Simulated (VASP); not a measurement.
Set up this calculation in VASP 6.6.1, as the native input.

* Task: single point
* Functional: LDA
* Potentials or basis: VASP PAW LDA potentials, release 64 (Ta_pv)
* Cutoff: 520 eV
* k mesh: 16 × 16 × 16
* Occupations: fermi-dirac, width 0.05 eV
* Spin: no spin polarisation
* Dipole correction: no
* Further INCAR settings: ALGO = Normal; EDIFF = 1e-06; NBANDS = 12

The structure of Ta lies in POSCAR:

```
Ta
1.0
   -1.5407509346      1.5407509346      1.5407509346
    1.5407509346     -1.5407509346      1.5407509346
    1.5407509346      1.5407509346     -1.5407509346
Ta
1
Direct
    0.0000000000      0.0000000000      0.0000000000
```

This cell differs from its parent crystal: volume scaled by 0.85.

The input as run:

INCAR

```
SYSTEM = Ta
ALGO     = Normal         ! electronic algorithm
EDIFF    = 1E-6           ! SCF threshold, eV
ENCUT    = 520            ! plane-wave cutoff, eV
GGA      = CA             ! functional
ISIF     = 2              ! what is computed and relaxed
ISMEAR   = -1             ! smearing method
LASPH    = .True.         ! aspherical terms in the spheres
LCHARG   = .False.        ! write CHGCAR
LREAL    = .False.        ! projectors in reciprocal space
LWAVE    = .False.        ! write WAVECAR
NBANDS   = 12             ! bands
NELM     = 100            ! most SCF steps
PREC     = Accurate       ! precision mode
SIGMA    = 0.05           ! smearing width, eV
```

KPOINTS

```
k-points
0
Gamma
  16 16 16
  0 0 0
```

Potentials or basis: VASP PAW LDA potentials, release 64 (Ta_pv).

The run is started by

```bash
$ cat potpaw_LDA.64/Ta_pv/POTCAR > POTCAR
$ mpirun -np 1 vasp_std > vasp.out
```

Results of the run:

| Property | Result |
| --- | --- |
| Pressure | 49.1 GPa |

Wall time 6.8 s on 1 thread of Intel(R) Xeon(R) 6975P-C (Granite Rapids), on a shared host, peak memory 0.14 GiB.
